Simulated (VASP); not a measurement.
# MgO (I4/mmm) in VASP: further runs, part 2 of 2

VASP 6.6.1.

## Step 4: Single point, r2SCAN (strain +0.0375 x Voigt [1, 0, 0, 0, 0, 0])

File POSCAR:

```
MgO
1.0
    0.0000000000      2.1351500000      2.1351500000
    2.2152181250      0.0000000000      2.1351500000
    2.2152181250      2.1351500000      0.0000000000
Mg O
1 1
Direct
    0.0000000000      0.0000000000      0.0000000000
    0.5000000000      0.5000000000      0.5000000000
```

File INCAR.step1:

```
SYSTEM = MgO
PREC = Accurate ; ENCUT = 750
ISMEAR = 0 ; SIGMA = 0.05
LREAL = .FALSE. ; LASPH = .TRUE.
NELM = 120 ; NBANDS = 15
GGA = PE ; ALGO = Normal
EDIFF = 1E-5 ; LWAVE = .TRUE.
LCHARG = .FALSE. ; GGA_COMPAT = .FALSE.
```

File INCAR.step2:

```
SYSTEM = MgO
PREC = Accurate ; ENCUT = 750
EDIFF = 1E-6 ; ISMEAR = 0
SIGMA = 0.05 ; LREAL = .FALSE.
LASPH = .TRUE. ; NELM = 120
ALGO = Normal ; ISIF = 2
LWAVE = .FALSE. ; LCHARG = .FALSE.
METAGGA = R2SCAN ; LMIXTAU = .TRUE.
NBANDS = 15 ; ISTART = 1
GGA_COMPAT = .FALSE.
```

File KPOINTS:

```
Automatic mesh
0
G
  10 10 10
  0 0 0
```

Potentials or basis: VASP PAW PBE potentials, release 64 (Mg_sv, O).

Started as:

```bash
cat potpaw_PBE.64/Mg_sv/POTCAR potpaw_PBE.64/O/POTCAR > POTCAR
cp INCAR.step1 INCAR
mpirun -np 1 vasp_std > vasp.out
cp INCAR.step2 INCAR
mpirun -np 1 vasp_std > vasp.out
```

OUTCAR:

```text
SYSTEM = MgO
   PREC = Accurate
   ENCUT = 750
   EDIFF = 1E-6
   ISMEAR = 0
   LREAL = .FALSE.
   LASPH = .TRUE.
   NELM = 120
   ISIF = 2
   METAGGA = R2SCAN
   ISTART = 1

 ion  position               nearest neighbor table
   1  0.000  0.000  0.000-
   2  0.500  0.500  0.500-

  LATTYP: Found a body centered tetragonal cell.
 ALAT       =     3.0195580877
 C/A-ratio  =     1.4672465710

  Lattice vectors:

 A1 = (   2.2152181250,   0.0000000000,   2.1351500000)
 A2 = (   2.2152181250,   0.0000000000,  -2.1351500000)
 A3 = (  -2.2152181250,   2.1351500000,   0.0000000000)

Analysis of symmetry for initial positions (statically):
=====================================================================
 Subroutine PRICEL returns:
 Original cell was already a primitive cell.

 Routine SETGRP: Setting up the symmetry group for a
 body centered tetragonal supercell.

 Subroutine GETGRP returns: Found 16 space group operations
 (whereof 16 operations were pure point group operations)
 out of a pool of 16 trial point group operations.

[... 174 lines left out ...]
      4     -38.3731      2.00000
      5     -15.8306      2.00000
      6       1.9549      2.00000
      7       1.9549      2.00000
      8       2.0347      2.00000
      9       6.8794      0.00000
     10      18.1469      0.00000
     11      18.5202      0.00000
     12      18.5202      0.00000
     13      22.2795      0.00000
     14      23.4569      0.00000
[... 401 lines left out ...]
      2     -38.4207      2.00000
      3     -38.4118      2.00000
      4     -38.3923      2.00000
      5     -14.7668      2.00000
      6      -1.3226      2.00000
      7       0.7191      2.00000
      8       0.9785      2.00000
      9      11.8301      0.00000
     10      12.7747      0.00000
     11      16.1722      0.00000
     12      20.1945      0.00000
     13      20.7549      0.00000
     14      27.1482      0.00000
     15      29.1707      0.00000

 [... further k-points ...]

------------------------ aborting loop because EDIFF is reached ----------------------------------------

  FORCE on cell =-STRESS in cart. coord.  units (eV):
  Direction    XX          YY          ZZ          XY          YZ          ZX
  --------------------------------------------------------------------------------------
  -------------------------------------------------------------------------------------
  Total       -1.8534472     -1.2675782     -1.2675782     -0.0000000      0.0000000     -0.0000000
  in kB     -147.0237638   -100.5500002   -100.5500002     -0.0000000      0.0000000     -0.0000000
  external PRESSURE =    -116.0412547 kB  Pullay stress =       0.0000000 kB

 VOLUME and BASIS-vectors are now :
 -----------------------------------------------------------------------------
  energy-cutoff  :      750.00
  volume of cell :       20.20
      direct lattice vectors                 reciprocal lattice vectors
     0.000000000  2.135150000  2.135150000    -0.225711407  0.234175585  0.234175585
     2.215218125  0.000000000  2.135150000     0.225711407 -0.234175585  0.234175585
     2.215218125  2.135150000  0.000000000     0.225711407  0.234175585 -0.234175585

 POSITION                                       TOTAL-FORCE (eV/Angst)
 -----------------------------------------------------------------------------------
      0.00000      0.00000      0.00000        -0.000000      0.000000     -0.000000
      2.21522      2.13515      2.13515         0.000000     -0.000000      0.000000
 -----------------------------------------------------------------------------------
    total drift:                                0.000000      0.000000      0.000000

  FREE ENERGIE OF THE ION-ELECTRON SYSTEM (eV)
  ---------------------------------------------------
  free  energy   TOTEN  =       -16.1012088267 eV

  energy  without entropy=      -16.1012088267  energy(sigma->0) =      -16.10120883
```

OUTCAR.step1:

```text
SYSTEM = MgO
   PREC = Accurate
   ENCUT = 750
   ISMEAR = 0
   LREAL = .FALSE.
   LASPH = .TRUE.
[... 654 lines left out ...]
      0.00000      0.00000      0.00000         0.000000     -0.000000      0.000000
      2.21522      2.13515      2.13515        -0.000000      0.000000     -0.000000
 -----------------------------------------------------------------------------------
    total drift:                                0.000000      0.000000      0.000000

  FREE ENERGIE OF THE ION-ELECTRON SYSTEM (eV)
  ---------------------------------------------------
  free  energy   TOTEN  =       -11.8635443860 eV

  energy  without entropy=      -11.8635443860  energy(sigma->0) =      -11.86354439
```

It took 2.1 min on 1 thread of Intel Xeon Platinum 8488C (Sapphire Rapids), shared host; peak memory 0.19 GiB.

Results:

```yaml
Free_energy: -16.1012 eV
Pressure: -11.6 GPa
Band_gap_on_the_k_mesh: 4.84 eV
```

Stress tensor (GPa, compression positive):
```
-14.70   0.00   0.00
  0.00 -10.06   0.00
  0.00   0.00 -10.06
```

Levels at points of the mesh, in eV from the valence-band top:
```csv
k point,band 5,band 6,band 7,band 8,band 9,band 10,band 11,band 12
"(0.00, 0.00, 0.00)",-17.87,-0.08,-0.08,0.00,4.84,16.11,16.49,16.49
"(0.50, 0.00, 0.00)",-16.78,-4.31,-0.68,-0.61,8.26,12.87,16.29,17.06
"(0.50, 0.50, 0.00)",-16.56,-3.78,-1.47,-1.24,9.76,10.27,13.57,18.72
"(0.00, 0.50, 0.50)",-16.65,-3.88,-1.22,-1.22,10.12,10.31,13.09,19.50
```

Caveat: the cell differs from its parent crystal (strain +0.0375 x Voigt [1, 0, 0, 0, 0, 0]); the cell stands under tension; the PAW data sets were made with another functional, which shifts forces and pressure a little.

## Step 5: Single point, r2SCAN (strain +0.0750 x Voigt [1, 0, 0, 0, 0, 0])

File POSCAR:

```
MgO
1.0
    0.0000000000      2.1351500000      2.1351500000
    2.2952862500      0.0000000000      2.1351500000
    2.2952862500      2.1351500000      0.0000000000
Mg O
1 1
Direct
    0.0000000000      0.0000000000      0.0000000000
    0.5000000000      0.5000000000      0.5000000000
```

File INCAR.step1:

```
PREC     = Accurate       # precision mode
ENCUT    = 750            # plane-wave cutoff, eV
ISMEAR   = 0              # smearing method
SIGMA    = 0.05           # smearing width, eV
LREAL    = False          # projectors in reciprocal space
LASPH    = True           # aspherical terms in the spheres
NELM     = 120            # most SCF steps
NBANDS   = 15             # bands
GGA      = PE             # functional
ALGO     = Normal         # electronic algorithm
EDIFF    = 1E-5           # SCF threshold, eV
LWAVE    = True           # write WAVECAR
LCHARG   = False          # write CHGCAR
GGA_COMPAT= False
```

File INCAR.step2:

```
PREC     = Accurate       # precision mode
ENCUT    = 750            # plane-wave cutoff, eV
EDIFF    = 1E-6           # SCF threshold, eV
ISMEAR   = 0              # smearing method
SIGMA    = 0.05           # smearing width, eV
LREAL    = False          # projectors in reciprocal space
LASPH    = True           # aspherical terms in the spheres
NELM     = 120            # most SCF steps
ALGO     = Normal         # electronic algorithm
ISIF     = 2              # what is computed and relaxed
LWAVE    = False          # write WAVECAR
LCHARG   = False          # write CHGCAR
METAGGA  = R2SCAN         # meta-GGA
LMIXTAU  = True         
NBANDS   = 15             # bands
ISTART   = 1            
GGA_COMPAT= False
```

File KPOINTS:

```
Automatic mesh
0
Gamma
  10 10 10
```

Started as:

```bash
cat potpaw_PBE.64/Mg_sv/POTCAR potpaw_PBE.64/O/POTCAR > POTCAR
cp INCAR.step1 INCAR
mpirun -np 1 vasp_std > vasp.out
cp INCAR.step2 INCAR
mpirun -np 1 vasp_std > vasp.out
```

Wall time 2.1 min (1 thread of AMD EPYC 9R45 (Zen 5), shared host); peak memory 0.16 GiB.

Results (log left out):

```
Free energy            : -16.0280 eV
Pressure               : -14.6 GPa
Band gap on the k mesh : 4.48 eV
```

Stress tensor (GPa, compression positive):
```
-18.74   0.00   0.00
  0.00 -12.60   0.00
  0.00   0.00 -12.60
```

Levels at points of the mesh, in eV from the valence-band top:
| k point | band 6 | band 7 | band 8 | band 9 | band 10 | band 11 |
| --- | --- | --- | --- | --- | --- | --- |
| (0.00, 0.00, 0.00) | -0.15 | -0.15 | 0.00 | 4.48 | 15.68 | 16.39 |
| (0.50, 0.00, 0.00) | -4.21 | -0.72 | -0.59 | 7.98 | 12.41 | 15.63 |
| (0.50, 0.50, 0.00) | -3.66 | -1.61 | -1.16 | 9.58 | 9.89 | 13.31 |
| (0.00, 0.50, 0.50) | -3.83 | -1.13 | -1.13 | 9.96 | 10.26 | 12.37 |

Caveat: the cell differs from its parent crystal (strain +0.0750 x Voigt [1, 0, 0, 0, 0, 0]); the cell stands under tension; the PAW data sets were made with another functional, which shifts forces and pressure a little.

## Step 6: The runs side by side

| cell | cutoff (eV) | mended | gap on the mesh (eV) | pressure (GPa) |
| --- | --- | --- | --- | --- |
| a = 3.020, b = 3.077, c = 3.077 Å, angles 58.8, 60.6, 60.6°, 2 atoms | 660 | - | 4.85 | -11.8 |
| a = 3.020, b = 2.963, c = 2.963 Å, angles 61.3, 59.4, 59.4°, 2 atoms | 750 | yes | 5.58 | -0.8 |
| a = 3.020, b = 3.077, c = 3.077 Å, angles 58.8, 60.6, 60.6°, 2 atoms | 750 | yes | 4.84 | -11.6 |
| a = 3.020, b = 3.135, c = 3.135 Å, angles 57.6, 61.2, 61.2°, 2 atoms | 750 | yes | 4.48 | -14.6 |

Alike in all rows: task single point; level r2SCAN; potentials or basis VASP PAW PBE potentials, release 64 (Mg_sv, O); no spin polarisation; k mesh 10 × 10 × 10; smearing gaussian 0.05 eV.

Caveats: the PAW data sets were made with another functional, which shifts forces and pressure a little; the cell stands under tension (at least some runs).

Absolute energies hang on the potentials; compare differences alone.
